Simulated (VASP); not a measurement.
# AlGa17N18 (a cell with a defect) in VASP: single point with PBEsol

Aim: the single point of AlGa17N18 (a cell with a defect) with PBEsol.

Program: VASP 6.6.1. These are calculated values, not measurements. Logs are shortened: lines on timing, memory, paths and dates and some standing lists are left out, and cuts for length are marked.

## 1. The cell of the first run

The cell holds a defect, 36 atoms: a = 7.568 Å, b = 7.568 Å, c = 7.568 Å, α = 78.22°, β = 78.22°, γ = 78.22°.

## 2. Single point, PBEsol

INCAR

```
PREC = Accurate
ENCUT = 520
EDIFF = 1E-7
ISMEAR = 0
SIGMA = 0.02
LREAL = Auto
LASPH = T
NELM = 60
ALGO = Normal
ISIF = 2
LWAVE = F
LCHARG = F
GGA = PS
NBANDS = 181
```

KPOINTS

```
Automatic mesh
0
Gamma
  2 2 2
  0.5 0.5 0.5
```

POSCAR

```
AlGa17N18
1.0
   -4.7742026332      2.7563871754      5.1851995025
    0.0000000000     -5.5127743508      5.1851995025
    4.7742026331      2.7563871755      5.1851995025
Al Ga N
1 17 18
Direct
    0.3881808003      0.7215141336      0.3881808003
    0.7212905517      0.3892023081      0.3885567296
    0.0558689748      0.7218900629      0.7212905517
    0.0558689748      0.0546238850      0.3885567296
    0.3885567296      0.3892023081      0.7212905517
    0.7212905517      0.7218900629      0.0558689748
    0.7219520950      0.0552854284      0.7219520950
    0.0554396774      0.3887730107      0.0554396774
    0.3885567296      0.0546238850      0.0558689748
    0.7759259535      0.7773784152      0.4440450818
    0.1116618008      0.4449951341      0.4445632753
    0.4440450818      0.7773784152      0.7759259535
    0.4440450818      0.1092592868      0.4440450818
    0.7775720876      0.4442060047      0.7775720876
    0.1116618008      0.7778966087      0.1116618008
    0.1108726713      0.1109054210      0.7775720876
    0.4445632753      0.4449951341      0.1116618008
    0.7775720876      0.1109054210      0.1108726713
    0.5107772342      0.8441105675      0.5107772342
    0.8478899995      0.5141508915      0.5141849130
    0.1808175581      0.8475182463      0.8478899995
    0.1808175581      0.1812233328      0.5141849130
    0.5141849130      0.5141508915      0.8478899995
    0.8478899995      0.8475182463      0.1808175581
    0.8475397437      0.1808730770      0.8475397437
    0.1809916242      0.5143249575      0.1809916242
    0.5141849130      0.1812233328      0.1808175581
    0.5660458740      0.5732593538      0.2399260205
    0.9030989964      0.2364323297      0.2365954142
    0.2399260205      0.5732593538      0.5660458740
    0.2399260205      0.8993792073      0.2399260205
    0.5694311550      0.2357612328      0.5694311550
    0.9030989964      0.5699287475      0.9030989964
    0.9024278995      0.9027644883      0.5694311550
    0.2365954142      0.2364323297      0.9030989964
    0.5694311550      0.9027644883      0.9024278995
```

Potentials or basis: VASP PAW PBE potentials, release 64 (Al, Ga_d, N).

Command:

```console
> cat potpaw_PBE.64/Al/POTCAR potpaw_PBE.64/Ga_d/POTCAR potpaw_PBE.64/N/POTCAR > POTCAR
> mpirun -np 1 vasp_std > vasp.out
```

OUTCAR:

```text
PREC = Accurate
   ENCUT = 520
   EDIFF = 1E-7
   ISMEAR = 0
   LREAL = Auto
   LASPH = T
   NELM = 60
   ISIF = 2
   GGA = PS

 ion  position               nearest neighbor table
   1  0.388  0.722  0.388-  28 1.90  31 1.90  30 1.90  19 1.91
   2  0.721  0.389  0.389-  32 1.95  29 1.95  28 1.95  20 1.96
   3  0.056  0.722  0.721-  34 1.95  33 1.95  30 1.95  21 1.96
   4  0.056  0.055  0.389-  34 1.95  29 1.95  31 1.95  22 1.96
   5  0.389  0.389  0.721-  32 1.95  35 1.95  30 1.95  23 1.96
   6  0.721  0.722  0.056-  36 1.95  33 1.95  28 1.95  24 1.96
[... 28 lines left out ...]
  35  0.237  0.236  0.903-   8 1.95   9 1.95   5 1.95  16 1.95
  36  0.569  0.903  0.902-   7 1.95   9 1.95   6 1.95  12 1.96

  LATTYP: Found a trigonal (rhomboedric) cell.
 ALAT       =     7.5681553185
 COS(alpha) =     0.2041126190

  Lattice vectors:

 A1 = (  -4.7742026332,   2.7563871754,   5.1851995025)
 A2 = (   0.0000000000,  -5.5127743508,   5.1851995025)
 A3 = (   4.7742026331,   2.7563871755,   5.1851995025)

Analysis of symmetry for initial positions (statically):
=====================================================================
 Subroutine PRICEL returns:
 Original cell was already a primitive cell.

 Routine SETGRP: Setting up the symmetry group for a
 trigonal (rhombohedral) supercell.

 Subroutine GETGRP returns: Found  6 space group operations
 (whereof  2 operations were pure point group operations)
 out of a pool of 12 trial point group operations.

The static configuration has the point symmetry C_1h.
 The point group associated with its full space group is C_3v.

Analysis of symmetry for dynamics (positions and initial velocities):
=====================================================================
 Subroutine PRICEL returns:
 Original cell was already a primitive cell.

 Routine SETGRP: Setting up the symmetry group for a
 trigonal (rhombohedral) supercell.

 Subroutine GETGRP returns: Found  6 space group operations
 (whereof  2 operations were pure point group operations)
 out of a pool of 12 trial point group operations.

The dynamic configuration has the point symmetry C_1h.
 The point group associated with its full space group is C_3v.

 Subroutine INISYM returns: Found  6 space group operations
 (whereof  2 operations are pure point group operations),
 and found     1 'primitive' translations

----------------------------------------------------------------------------------------

                                     Primitive cell

  volume of cell :     409.4094

  direct lattice vectors                    reciprocal lattice vectors
    -4.774202633  2.756387175  5.185199502    -0.104729530  0.060465623  0.064285537
     0.000000000 -5.512774351  5.185199502     0.000000000 -0.120931245  0.064285537
     4.774202633  2.756387176  5.185199502     0.104729530  0.060465623  0.064285537

  length of vectors
     7.568155318  7.568155318  7.568155318     0.136956184  0.136956184  0.136956184

  position of ions in fractional coordinates (direct lattice)
     0.388180800  0.721514134  0.388180800
     0.721290552  0.389202308  0.388556730
     0.055868975  0.721890063  0.721290552
     0.055868975  0.054623885  0.388556730
     0.388556730  0.389202308  0.721290552
     0.721290552  0.721890063  0.055868975
[... 28 lines left out ...]
     0.236595414  0.236432330  0.903098996
     0.569431155  0.902764488  0.902427899

  ion indices of the primitive-cell ions
   primitive index   ion index
                 1           1
                 2           2
                 3           3
                 4           4
                 5           5
                 6           6
[... 28 lines left out ...]
                35          35
                36          36

----------------------------------------------------------------------------------------

 KPOINTS: Automatic mesh

Automatic generation of k-mesh.
 Grid dimensions read from file:
 generate k-points for:    2    2    2

 Generating k-lattice:

  Cartesian coordinates                     Fractional coordinates (reciprocal lattice)
    -0.052364765  0.030232811  0.032142768     0.500000000 -0.000000000  0.000000000
     0.000000000 -0.060465623  0.032142768     0.000000000  0.500000000 -0.000000000
     0.052364765  0.030232811  0.032142768    -0.000000000  0.000000000  0.500000000

  Length of vectors
     0.068478092  0.068478092  0.068478092

  Shift w.r.t. Gamma in fractional coordinates (k-lattice)
     0.500000000  0.500000000  0.500000000

 Subroutine IBZKPT returns following result:
 ===========================================

 Found      2 irreducible k-points:

 Following reciprocal coordinates:
            Coordinates               Weight
  0.250000  0.250000  0.250000      2.000000
 -0.250000  0.250000  0.250000      6.000000
   k-points           NKPTS =      2   k-points in BZ     NKDIM =      2   number of bands    NBANDS=    181
   number of dos      NEDOS =    301   number of ions     NIONS =     36
   total plane-waves  NPLWV = 175616
   dimension x,y,z NGX =    56 NGY =   56 NGZ =   56
   dimension x,y,z NGXF=   112 NGYF=  112 NGZF=  112
   ions per type =               1  17  18
   NGX,Y,Z   is equivalent  to a cutoff of  12.30, 12.30, 12.30 a.u.
   NGXF,Y,Z  is equivalent  to a cutoff of  24.60, 24.60, 24.60 a.u.
 SYSTEM =  unknown system
   PREC   = accura    normal or accurate (medium, high low for compatibility)
   ISTART =      0    job   : 0-new  1-cont  2-samecut
   ICHARG =      2    charge: 1-file 2-atom 10-const
   ISPIN  =      1    spin polarized calculation?
   LNONCOLLINEAR =      F non collinear calculations
   LSORBIT =      F    spin-orbit coupling
   LASPH  =      T    aspherical Exc in radial PAW
   ENCUT  =  520.0 eV  38.22 Ry    6.18 a.u.  14.07 14.07 14.07*2*pi/ulx,y,z
   NELM   =     60;   NELMIN=  2; NELMDL= -5     # of ELM steps
   EDIFF  = 0.1E-06   stopping-criterion for ELM
   LREAL  =      T    real-space projection
   EDIFFG = 0.1E-05   stopping-criterion for IOM
   NSW    =      0    number of steps for IOM
   IBRION =     -1    ionic relax: 0-MD 1-quasi-New 2-CG
   NFREE  =      0    steps in history (QN), initial steepest desc. (CG)
   ISIF   =      2    stress and relaxation
   ISYM   =      2    0-nonsym 1-usesym 2-fastsym
   POTIM  = 0.5000    time-step for ionic-motion
   TEBEG  =    0.0;   TEEND  =   0.0 temperature during run
   PSTRESS=    0.0 pullay stress
   NELECT =     314.0000    total number of electrons
   NUPDOWN=      -1.0000    fix difference up-down
   EMIN   =  10.00;   EMAX   =-10.00  energy-range for DOS
   EFERMI =   0.00;   METHOD = LEGACY
   ISMEAR =     0;   SIGMA  =   0.02  broadening in eV -4-tet -1-fermi 0-gaus
   EFERMI_NEDOS =   21; number of points for ismear=-14 and -15
   IALGO  =     38    algorithm
   IMIX   =      4    mixing-type and parameters
     AMIX     =   0.40;   BMIX     =  1.00
     AMIX_MAG =   1.60;   BMIX_MAG =  1.00
  volume/ion in A,a.u.               =      11.37        76.75
  Fermi-wavevector in a.u.,A,eV,Ry     =   1.498530  2.831811 30.553137  2.245592
  Thomas-Fermi vector in A             =   2.610277
   LORBIT       =      0    0 simple, 1 ext, 2 COOP (PROOUT), +10 PAW based schemes
   GGA     = PS    functional components
   LHFCALC =     F    Hartree Fock is set to
   AEXX    =    0.0000 exact exchange contribution
   IVDW    =     0    specifies the selected vdW correction
   LEPSILON=     F    determine dielectric tensor
   LRPA    =     F    only Hartree local field effects (RPA)
 non-spin polarized calculation
 Gauss-broadening in eV      SIGMA  =   0.02
  energy-cutoff  :      520.00
  volume of cell :      409.41
 maximum number of plane-waves:     11044
   NGX = 29   NGY = 29   NGZ = 29

 number of electron     314.0000017 magnetization

 Free energy of the ion-electron system (eV)
  ---------------------------------------------------
  ext. energy  EPLUGINS =         0.00000000
  ---------------------------------------------------
  free energy    TOTEN  =      -238.89253367 eV

  energy without entropy =     -238.89253367  energy(sigma->0) =     -238.89253367

 E-fermi :   5.2345     XC(G=0): -11.8619

 val. band max:        5.0698245238   @ k =   0.2500   0.2500   0.2500
 cond. band min:       8.3809648744   @ k =   0.2500   0.2500   0.2500
 fundamental gap:      3.3111403506
 Fermi energy:         5.2344594835

 k-point     1 :       0.2500    0.2500    0.2500
  band No.  band energies     occupation
      1     -10.5244      2.00000
      2      -9.9409      2.00000
      3      -9.9409      2.00000
      4      -9.9354      2.00000
      5      -9.8303      2.00000
      6      -9.7527      2.00000
[... 161 lines left out ...]
    168      10.4320      0.00000
    169      10.8724      0.00000

 k-point     2 :      -0.2500    0.2500    0.2500
  band No.  band energies     occupation
      1     -10.4223      2.00000
      2     -10.0658      2.00000
      3      -9.9561      2.00000
      4      -9.9540      2.00000
      5      -9.8564      2.00000
      6      -9.7451      2.00000
[... 161 lines left out ...]
    168      10.8155      0.00000
    169      10.8388      0.00000
 [bands above 169 left out]

------------------------ aborting loop because EDIFF is reached ----------------------------------------

  FORCE on cell =-STRESS in cart. coord.  units (eV):
  Direction    XX          YY          ZZ          XY          YZ          ZX
  --------------------------------------------------------------------------------------
  -------------------------------------------------------------------------------------
  Total       -2.6044592     -2.6044592     -2.8702879     -0.0000000     -0.0000000      0.0000000
  in kB      -10.1922567    -10.1922567    -11.2325472     -0.0000000     -0.0000000      0.0000000
  external PRESSURE =     -10.5390202 kB  Pullay stress =       0.0000000 kB

 VOLUME and BASIS-vectors are now :
 -----------------------------------------------------------------------------
  energy-cutoff  :      520.00
  volume of cell :      409.41
      direct lattice vectors                 reciprocal lattice vectors
    -4.774202633  2.756387175  5.185199502    -0.104729530  0.060465623  0.064285537
     0.000000000 -5.512774351  5.185199502     0.000000000 -0.120931245  0.064285537
     4.774202633  2.756387176  5.185199502     0.104729530  0.060465623  0.064285537

 POSITION                                       TOTAL-FORCE (eV/Angst)
 -----------------------------------------------------------------------------------
     -0.00000     -1.83759      7.76678        -0.000000      0.000000      0.007025
     -1.58854      0.91358      7.77287        -0.000504      0.014396      0.000544
      3.17686     -1.83746      7.77287         0.012719     -0.006761      0.000544
      1.58832      0.92388      2.58767         0.012215     -0.007634      0.000544
      1.58854      0.91358      7.77287         0.000504      0.014396      0.000544
     -3.17686     -1.83746      7.77287        -0.012719     -0.006761      0.000544
[... 28 lines left out ...]
      3.18202      1.83804      7.13549         0.005452     -0.003148     -0.003355
      1.58979     -0.91972     12.31290        -0.006992     -0.004037     -0.001792
 -----------------------------------------------------------------------------------
    total drift:                               -0.000000     -0.000083      0.008508

  FREE ENERGIE OF THE ION-ELECTRON SYSTEM (eV)
  ---------------------------------------------------
  free  energy   TOTEN  =      -238.8925336664 eV

  energy  without entropy=     -238.8925336664  energy(sigma->0) =     -238.89253367
```

Run time: 9.8 min. Hardware: 1 thread of Intel Xeon Platinum 8375C at 2.90GHz (Ice Lake), shared host; peak memory 0.47 GiB.

Results:

```yaml
Free_energy: -238.8925 eV
Pressure: -1.1 GPa
Largest_force: 0.033 eV/Å
Band_gap_on_the_k_mesh: 3.31 eV
```

Forces on the atoms (eV/Å):
```
Al   0.000  0.000  0.007
Ga  -0.001  0.014  0.001
Ga   0.013 -0.007  0.001
Ga   0.012 -0.008  0.001
Ga   0.001  0.014  0.001
Ga  -0.013 -0.007  0.001
Ga   0.000  0.000  0.002
Ga   0.000  0.000  0.019
Ga  -0.012 -0.008  0.001
Ga  -0.008  0.005  0.004
Ga   0.000  0.000 -0.021
Ga   0.008  0.005  0.004
Ga   0.000 -0.009  0.004
Ga   0.000 -0.001 -0.001
Ga   0.000  0.000 -0.021
Ga  -0.001  0.001 -0.001
Ga   0.000  0.000 -0.021
Ga   0.001  0.001 -0.001
N    0.000  0.000  0.033
N    0.002  0.007  0.010
N    0.004 -0.005  0.010
N    0.007 -0.001  0.010
N   -0.002  0.007  0.010
N   -0.004 -0.005  0.010
N    0.000  0.000 -0.010
N    0.000  0.000 -0.022
N   -0.007 -0.001  0.010
N   -0.010  0.006 -0.009
N   -0.005 -0.003 -0.003
N    0.010  0.006 -0.009
N    0.000 -0.012 -0.009
N    0.000  0.008 -0.002
N    0.000  0.006 -0.003
N    0.007 -0.004 -0.002
N    0.005 -0.003 -0.003
N   -0.007 -0.004 -0.002
```

Caveat: the PAW data sets were made with another functional, which shifts forces and pressure a little.
